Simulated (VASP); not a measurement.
# BAs (F-43m) in VASP: notebook

Runs on BAs. Level: PBEsol. Tasks: single point, relaxation of cell and atoms.

All numbers are computed with VASP 6.6.1; they aren't measurements. Logs are shortened: lines on timing, memory, paths and dates and some standing lists are left out, and cuts for length are marked.

### Step 1. The cell of the first run

Symmetry: F-43m, No. 216, cubic system. The conventional cell has a = 4.591 Å, b = 4.591 Å, c = 4.591 Å, α = 90.00°, β = 90.00°, γ = 90.00°. B (site symmetry -43m) has 4 As at 1.99 Å within 2.6 Å. As (site symmetry -43m) has 4 B at 1.99 Å within 2.6 Å.

### Step 2. Single point, PBEsol

INCAR

```
ALGO     = Normal         # electronic algorithm
EDIFF    = 1E-6           # SCF threshold, eV
ENCUT    = 520            # plane-wave cutoff, eV
GGA      = PS             # functional
ISIF     = 2              # what is computed and relaxed
ISMEAR   = 0              # smearing method
LASPH    = T              # aspherical terms in the spheres
LCHARG   = F              # write CHGCAR
LREAL    = F              # projectors in reciprocal space
LWAVE    = F              # write WAVECAR
NBANDS   = 11             # bands
NELM     = 100            # most SCF steps
PREC     = Accurate       # precision mode
SIGMA    = 0.01           # smearing width, eV
```

KPOINTS

```
k-points
0
Gamma
  10 10 10
```

POSCAR

```
BAs
1.0
    0.0000000000      2.2955919274      2.2955919274
    2.2955919274      0.0000000000      2.2955919274
    2.2955919274      2.2955919274      0.0000000000
B As
1 1
Direct
    0.0000000000      0.0000000000      0.0000000000
    0.7500000000      0.7500000000      0.7500000000
```

Potentials or basis: VASP PAW PBE potentials, release 64 (B, As).

Started as:

```console
$ cat potpaw_PBE.64/B/POTCAR potpaw_PBE.64/As/POTCAR > POTCAR
$ mpirun -np 1 vasp_std > vasp.out
```

OUTCAR:

```text
EDIFF = 1E-6
   ENCUT = 520
   GGA = PS
   ISIF = 2
   ISMEAR = 0
   LASPH = T
   LREAL = F
   NELM = 100
   PREC = Accurate

 ion  position               nearest neighbor table
   1  0.000  0.000  0.000-   2 1.99   2 1.99   2 1.99   2 1.99
   2  0.750  0.750  0.750-   1 1.99   1 1.99   1 1.99   1 1.99

  LATTYP: Found a face centered cubic cell.
 ALAT       =     4.5911838548

  Lattice vectors:

 A1 = (   0.0000000000,   2.2955919274,   2.2955919274)
 A2 = (   2.2955919274,   0.0000000000,   2.2955919274)
 A3 = (   2.2955919274,   2.2955919274,   0.0000000000)

Analysis of symmetry for initial positions (statically):
=====================================================================
 Subroutine PRICEL returns:
 Original cell was already a primitive cell.

 Routine SETGRP: Setting up the symmetry group for a
 face centered cubic supercell.

 Subroutine GETGRP returns: Found 24 space group operations
 (whereof 24 operations were pure point group operations)
 out of a pool of 48 trial point group operations.

The static configuration has the point symmetry T_d .

Analysis of symmetry for dynamics (positions and initial velocities):
=====================================================================
 Subroutine PRICEL returns:
 Original cell was already a primitive cell.

 Routine SETGRP: Setting up the symmetry group for a
 face centered cubic supercell.

 Subroutine GETGRP returns: Found 24 space group operations
 (whereof 24 operations were pure point group operations)
 out of a pool of 48 trial point group operations.

The dynamic configuration has the point symmetry T_d .

 Subroutine INISYM returns: Found 24 space group operations
 (whereof 24 operations are pure point group operations),
 and found     1 'primitive' translations

----------------------------------------------------------------------------------------

                                     Primitive cell

  volume of cell :      24.1944

  direct lattice vectors                    reciprocal lattice vectors
     0.000000000  2.295591927  2.295591927    -0.217808746  0.217808746  0.217808746
     2.295591927  0.000000000  2.295591927     0.217808746 -0.217808746  0.217808746
     2.295591927  2.295591927  0.000000000     0.217808746  0.217808746 -0.217808746

  length of vectors
     3.246457237  3.246457237  3.246457237     0.377255815  0.377255815  0.377255815

  position of ions in fractional coordinates (direct lattice)
     0.000000000  0.000000000  0.000000000
     0.750000000  0.750000000  0.750000000

  ion indices of the primitive-cell ions
   primitive index   ion index
                 1           1
                 2           2

----------------------------------------------------------------------------------------

 KPOINTS: k-points

Automatic generation of k-mesh.
 Grid dimensions read from file:
 generate k-points for:   10   10   10

 Generating k-lattice:

  Cartesian coordinates                     Fractional coordinates (reciprocal lattice)
    -0.021780875  0.021780875  0.021780875     0.100000000  0.000000000  0.000000000
     0.021780875 -0.021780875  0.021780875     0.000000000  0.100000000  0.000000000
     0.021780875  0.021780875 -0.021780875     0.000000000  0.000000000  0.100000000

  Length of vectors
     0.037725582  0.037725582  0.037725582

  Shift w.r.t. Gamma in fractional coordinates (k-lattice)
     0.000000000  0.000000000  0.000000000

 Subroutine IBZKPT returns following result:
 ===========================================

 Found     47 irreducible k-points:

 Following reciprocal coordinates:
            Coordinates               Weight
  0.000000  0.000000  0.000000      1.000000
  0.100000  0.000000  0.000000      8.000000
  0.200000  0.000000  0.000000      8.000000
  0.300000  0.000000  0.000000      8.000000
  0.400000  0.000000  0.000000      8.000000
  0.500000  0.000000  0.000000      4.000000
[... 16 lines left out ...]
  0.300000  0.300000  0.000000      6.000000
  0.400000  0.300000  0.000000     24.000000
 [... further k-points ...]
   k-points           NKPTS =     47   k-points in BZ     NKDIM =     47   number of bands    NBANDS=     11
   number of dos      NEDOS =    301   number of ions     NIONS =      2
   total plane-waves  NPLWV =  13824
   dimension x,y,z NGX =    24 NGY =   24 NGZ =   24
   dimension x,y,z NGXF=    48 NGYF=   48 NGZF=   48
   ions per type =               1   1
   NGX,Y,Z   is equivalent  to a cutoff of  12.29, 12.29, 12.29 a.u.
   NGXF,Y,Z  is equivalent  to a cutoff of  24.58, 24.58, 24.58 a.u.
 SYSTEM =  unknown system
   PREC   = accura    normal or accurate (medium, high low for compatibility)
   ISTART =      0    job   : 0-new  1-cont  2-samecut
   ICHARG =      2    charge: 1-file 2-atom 10-const
   ISPIN  =      1    spin polarized calculation?
   LNONCOLLINEAR =      F non collinear calculations
   LSORBIT =      F    spin-orbit coupling
   LASPH  =      T    aspherical Exc in radial PAW
   ENCUT  =  520.0 eV  38.22 Ry    6.18 a.u.   6.04  6.04  6.04*2*pi/ulx,y,z
   NELM   =    100;   NELMIN=  2; NELMDL= -5     # of ELM steps
   EDIFF  = 0.1E-05   stopping-criterion for ELM
   LREAL  =      F    real-space projection
   EDIFFG = 0.1E-04   stopping-criterion for IOM
   NSW    =      0    number of steps for IOM
   IBRION =     -1    ionic relax: 0-MD 1-quasi-New 2-CG
   NFREE  =      0    steps in history (QN), initial steepest desc. (CG)
   ISIF   =      2    stress and relaxation
   ISYM   =      2    0-nonsym 1-usesym 2-fastsym
   POTIM  = 0.5000    time-step for ionic-motion
   TEBEG  =    0.0;   TEEND  =   0.0 temperature during run
   PSTRESS=    0.0 pullay stress
   NELECT =       8.0000    total number of electrons
   NUPDOWN=      -1.0000    fix difference up-down
   EMIN   =  10.00;   EMAX   =-10.00  energy-range for DOS
   EFERMI =   0.00;   METHOD = LEGACY
   ISMEAR =     0;   SIGMA  =   0.01  broadening in eV -4-tet -1-fermi 0-gaus
   EFERMI_NEDOS =   21; number of points for ismear=-14 and -15
   IALGO  =     38    algorithm
   IMIX   =      4    mixing-type and parameters
     AMIX     =   0.40;   BMIX     =  1.00
     AMIX_MAG =   1.60;   BMIX_MAG =  1.00
  volume/ion in A,a.u.               =      12.10        81.64
  Fermi-wavevector in a.u.,A,eV,Ry     =   1.132053  2.139270 17.436468  1.281544
  Thomas-Fermi vector in A             =   2.268753
   LORBIT       =      0    0 simple, 1 ext, 2 COOP (PROOUT), +10 PAW based schemes
   GGA     = PS    functional components
   LHFCALC =     F    Hartree Fock is set to
   AEXX    =    0.0000 exact exchange contribution
   IVDW    =     0    specifies the selected vdW correction
   LEPSILON=     F    determine dielectric tensor
   LRPA    =     F    only Hartree local field effects (RPA)
 non-spin polarized calculation
 Gauss-broadening in eV      SIGMA  =   0.01
  energy-cutoff  :      520.00
  volume of cell :       24.19
 maximum number of plane-waves:       666
   NGX = 13   NGY = 13   NGZ = 13

 number of electron       7.9999999 magnetization

 Free energy of the ion-electron system (eV)
  ---------------------------------------------------
  ext. energy  EPLUGINS =         0.00000000
  ---------------------------------------------------
  free energy    TOTEN  =       -12.01728573 eV

  energy without entropy =      -12.01728573  energy(sigma->0) =      -12.01728573

 E-fermi :   7.5116     XC(G=0): -11.2438

 val. band max:        7.4233643070   @ k =   0.0000   0.0000   0.0000
 cond. band min:       8.3746142502   @ k =   0.4000   0.4000   0.0000
 fundamental gap:      0.9512499432
 Fermi energy:         7.5116282867

 k-point     1 :       0.0000    0.0000    0.0000
  band No.  band energies     occupation
      1      -9.1604      2.00000
      2       7.4234      2.00000
      3       7.4234      2.00000
      4       7.4234      2.00000
      5      10.8241      0.00000
      6      10.8241      0.00000
      7      10.8241      0.00000
      8      13.6582      0.00000
      9      17.4066      0.00000
     10      20.8637      0.00000
     11      20.8637      0.00000

 k-point     2 :       0.1000    0.0000    0.0000
  band No.  band energies     occupation
      1      -8.9774      2.00000
      2       5.9292      2.00000
      3       7.0751      2.00000
      4       7.0751      2.00000
      5      11.1758      0.00000
      6      11.2779      0.00000
      7      11.2779      0.00000
      8      14.2957      0.00000
      9      18.1635      0.00000
     10      19.5843      0.00000
     11      19.5843      0.00000

 k-point     3 :       0.2000    0.0000    0.0000
  band No.  band energies     occupation
      1      -8.4353      2.00000
      2       3.3485      2.00000
      3       6.4270      2.00000
      4       6.4270      2.00000
      5      11.1751      0.00000
      6      12.0584      0.00000
      7      12.0584      0.00000
      8      15.5485      0.00000
      9      18.7961      0.00000
     10      18.7961      0.00000
     11      19.1854      0.00000

 k-point     4 :       0.3000    0.0000    0.0000
  band No.  band energies     occupation
      1      -7.5654      2.00000
      2       0.8137      2.00000
      3       5.8634      2.00000
      4       5.8634      2.00000
      5      10.9962      0.00000
      6      12.4154      0.00000
      7      12.4154      0.00000
      8      16.3605      0.00000
      9      19.3730      0.00000
     10      19.3730      0.00000
     11      19.4065      0.00000
[... 239 lines left out ...]
 k-point    22 :      -0.2000    0.2000    0.0000
  band No.  band energies     occupation
      1      -7.2698      2.00000
      2       1.5958      2.00000
      3       2.7894      2.00000
      4       5.9750      2.00000
      5      11.7258      0.00000
      6      12.8341      0.00000
      7      13.8624      0.00000
      8      15.0032      0.00000
      9      17.3965      0.00000
     10      20.7269      0.00000
     11      22.8355      0.00000

 k-point    23 :       0.3000    0.3000    0.0000
  band No.  band energies     occupation
      1      -7.0118      2.00000
      2       2.0380      2.00000
      3       3.7921      2.00000
      4       3.7921      2.00000
      5       8.6508      0.00000
      6      10.9836      0.00000
      7      16.6339      0.00000
      8      16.6339      0.00000
      9      19.5055      0.00000
     10      23.1668      0.00000
     11      23.8446      0.00000

 k-point    24 :       0.4000    0.3000    0.0000
  band No.  band energies     occupation
      1      -6.1782      2.00000
      2       0.6267      2.00000
      3       2.8970      2.00000
      4       3.4617      2.00000
      5       8.9637      0.00000
      6      10.7226      0.00000
      7      17.1192      0.00000
      8      17.2641      0.00000
      9      20.4897      0.00000
     10      24.0834      0.00000
     11      24.7298      0.00000

 [... further k-points ...]
[... 5 lines left out ...]
  --------------------------------------------------------------------------------------
  -------------------------------------------------------------------------------------
  Total        3.2385034      3.2385034      3.2385034     -0.0000000     -0.0000000      0.0000000
  in kB      214.4573227    214.4573227    214.4573227     -0.0000000     -0.0000000      0.0000000
  external PRESSURE =     214.4573227 kB  Pullay stress =       0.0000000 kB

 VOLUME and BASIS-vectors are now :
 -----------------------------------------------------------------------------
  energy-cutoff  :      520.00
  volume of cell :       24.19
      direct lattice vectors                 reciprocal lattice vectors
     0.000000000  2.295591927  2.295591927    -0.217808746  0.217808746  0.217808746
     2.295591927  0.000000000  2.295591927     0.217808746 -0.217808746  0.217808746
     2.295591927  2.295591927  0.000000000     0.217808746  0.217808746 -0.217808746

 POSITION                                       TOTAL-FORCE (eV/Angst)
 -----------------------------------------------------------------------------------
      0.00000      0.00000      0.00000        -0.000000     -0.000000     -0.000000
      3.44339      3.44339      3.44339         0.000000      0.000000      0.000000
 -----------------------------------------------------------------------------------
    total drift:                               -0.000000     -0.000000     -0.000000

  FREE ENERGIE OF THE ION-ELECTRON SYSTEM (eV)
  ---------------------------------------------------
  free  energy   TOTEN  =       -12.0172857334 eV

  energy  without entropy=      -12.0172857334  energy(sigma->0) =      -12.01728573
```

It took 7.2 s on 1 thread of Intel Xeon 6975P-C, shared host; peak memory 0.14 GiB.

Results:

* Free energy: -12.0173 eV
* Pressure: 21.4 GPa
* Band gap on the k mesh: 0.95 eV, indirect (least direct gap 3.40 eV)

Caveat: the PAW data sets were made with another functional, which shifts forces and pressure a little. A k mesh can miss the band edges.

### Step 3. Relaxation of cell and atoms, PBEsol, target pressure 20 GPa, at which the enthalpy is minimised

This run uses another cell than the first one, of 13.55 Å³/atom, 1.120 times its volume.

INCAR

```
PREC     = Accurate       # precision mode
ENCUT    = 600            # plane-wave cutoff, eV
EDIFF    = 1E-6           # SCF threshold, eV
ISMEAR   = 0              # smearing method
SIGMA    = 0.01           # smearing width, eV
LREAL    = False          # projectors in reciprocal space
LASPH    = True           # aspherical terms in the spheres
NELM     = 80             # most SCF steps
ALGO     = Normal         # electronic algorithm
ISIF     = 3              # what is computed and relaxed
LWAVE    = False          # write WAVECAR
LCHARG   = False          # write CHGCAR
GGA      = PS             # functional
IBRION   = 2              # ionic algorithm
NSW      = 80             # ionic steps
EDIFFG   = -0.001         # ionic threshold
PSTRESS  = 200.0
```

KPOINTS

```
Automatic mesh
0
Gamma
  10 10 10
```

POSCAR

```
BAs
1.0
    0.0000000000      2.3839379010      2.3839379010
    2.3839379010      0.0000000000      2.3839379010
    2.3839379010      2.3839379010      0.0000000000
B As
1 1
Direct
    0.0000000000      0.0000000000      0.0000000000
    0.7500000000      0.7500000000      0.7500000000
```

Potentials or basis: VASP PAW PBE potentials, release 64 (B, As).

Started as:

```console
$ cat potpaw_PBE.64/B/POTCAR potpaw_PBE.64/As/POTCAR > POTCAR
$ mpirun -np 1 vasp_std > vasp.out
```

It took 34 s on 1 thread of Intel Xeon 6975P-C, shared host; peak memory 0.17 GiB.

The run converged. Its results:

| Item | Value |
| --- | --- |
| Free energy | -12.0397 eV |
| Relaxed volume | 12.18 Å³/atom |
| Relaxed cell | a = 3.254 Å, b = 3.254 Å, c = 3.254 Å, α = 60.00°, β = 60.00°, γ = 60.00° |
| Space group after relaxing (to 0.05 Å) | F-43m (No. 216) |
| Energy change on relaxing (the enthalpy is what falls) | +82.3 meV/atom |
| Ionic steps | 7 |
| Pressure after relaxing | 20.0 GPa |
| Band gap on the k mesh | 0.96 eV, indirect (least direct gap 3.39 eV) |

The path:
| step | energy change (eV) | largest force (eV/Å) | pressure (GPa) | volume (Å³) |
| --- | --- | --- | --- | --- |
| 1 | 0.0000 | 0.0000 | 0.87 | 27.10 |
| 2 | 0.8883 | 0.0000 | 58.22 | 21.24 |
| 3 | 0.1541 | 0.0000 | 19.25 | 24.44 |
| 4 | 0.1632 | 0.0000 | 19.89 | 24.36 |
| 5 | 0.1698 | 0.0000 | 20.37 | 24.31 |
| 6 | 0.1588 | 0.0000 | 19.59 | 24.40 |
| 7 | 0.1646 | 0.0000 | 20.00 | 24.35 |

Final structure:
```
B As
1.0
     0.00000    2.30062    2.30062
     2.30062    0.00000    2.30062
     2.30062    2.30062    0.00000
B As
1 1
Direct
  0.00000 0.00000 0.00000
  0.75000 0.75000 0.75000
```

Levels at points of the mesh, in eV from the valence-band top:
| k point | band 2 | band 3 | band 4 | band 5 | band 6 | band 7 |
| --- | --- | --- | --- | --- | --- | --- |
| (0.00, 0.00, 0.00) | 0.00 | 0.00 | 0.00 | 3.39 | 3.39 | 3.39 |
| (0.50, 0.00, 0.00) | -9.71 | -2.03 | -2.03 | 3.35 | 4.85 | 4.85 |
| (0.50, 0.50, 0.00) | -9.19 | -4.60 | -4.60 | 1.18 | 1.20 | 12.45 |

Caveat: the cell is relaxed towards a set pressure, so the enthalpy falls and the energy may rise; the PAW data sets were made with another functional, which shifts forces and pressure a little. A k mesh can miss the band edges.
